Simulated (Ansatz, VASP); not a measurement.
Si: VASP beside Ansatz

```
Si
1.0
     0.00000    2.71673    2.71673
     2.71673    0.00000    2.71673
     2.71673    2.71673    0.00000
Si
2
Cartesian
  2.7167 2.7167 2.7167
  4.0751 4.0751 4.0751
```

Alike in both runs: task single point; functional PBEsol; k mesh 4 × 4 × 4; occupations gaussian, width 0.02 eV; no spin polarisation.

|  | VASP | Ansatz |
| --- | --- | --- |
| version | VASP 6.6.1 | Ansatz 0.2.0 |
| potentials or method | VASP PAW PBE potentials, release 64 (Si), cutoff 500 eV | scalar-relativistic, plane waves, PAW |
| valence electrons in the cell | 8 | 8 |

```tsv
	VASP	Ansatz	Ansatz less VASP
gap on the k mesh at the Fermi level (eV)	0.57	0.57	+0.007
least direct gap on the mesh (eV)	2.50	2.50	+0.003
pressure (GPa)	0.8	0.6	-0.13
```

VASP's potentials were made for PBE, not for PBEsol, and Ansatz warns of the same on its side. With one functional, cell and mesh, what is left measures potentials, basis and numerics.

The k mesh is coarse, so the values compare programs but aren't converged.
